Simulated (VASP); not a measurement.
Ti:

```
CELL_PARAMETERS angstrom
2.95000 0.00000 0.00000
-1.47500 2.55477 0.00000
0.00000 0.00000 4.68000
ATOMIC_POSITIONS crystal
Ti 0.33333 0.66667 0.25000
Ti 0.66667 0.33333 0.75000
```

- Program: VASP 6.6.1
- Task: relaxation of volume and atoms at fixed shape
- Functional: PBEsol
- Potentials or basis: VASP PAW PBE potentials, release 64 (Ti_sv)
- Cutoff: 600 eV
- k mesh: 10 × 10 × 5
- Occupations: fermi-dirac, width 0.05 eV
- Spin: no spin polarisation

At the start: pressure -6.0 GPa; volume 17.64 Å³/atom.

Question: How do energy, volume and symmetry change on relaxing?

Answer: Over 3 steps the energy falls by 18.8 meV/atom and the volume is 16.68 Å³/atom (-5.4 %); space group P6_3/mmc (No. 194, to 0.05 Å).

Step by step:
```tsv
step	energy change (eV)	largest force (eV/Å)	pressure (GPa)	volume (Å³)
1	0.0000	0.0000	-6.01	35.27
2	-0.0165	0.0000	5.21	32.00
3	-0.0377	0.0000	-0.03	33.35
```

Final structure:
```
CELL_PARAMETERS angstrom
2.89552 0.00000 0.00000
-1.44776 2.50759 0.00000
0.00000 0.00000 4.59357
ATOMIC_POSITIONS crystal
Ti 0.33333 0.66667 0.25000
Ti 0.66667 0.33333 0.75000
```

Caveat: the PAW data sets were made with another functional, which shifts forces and pressure a little.
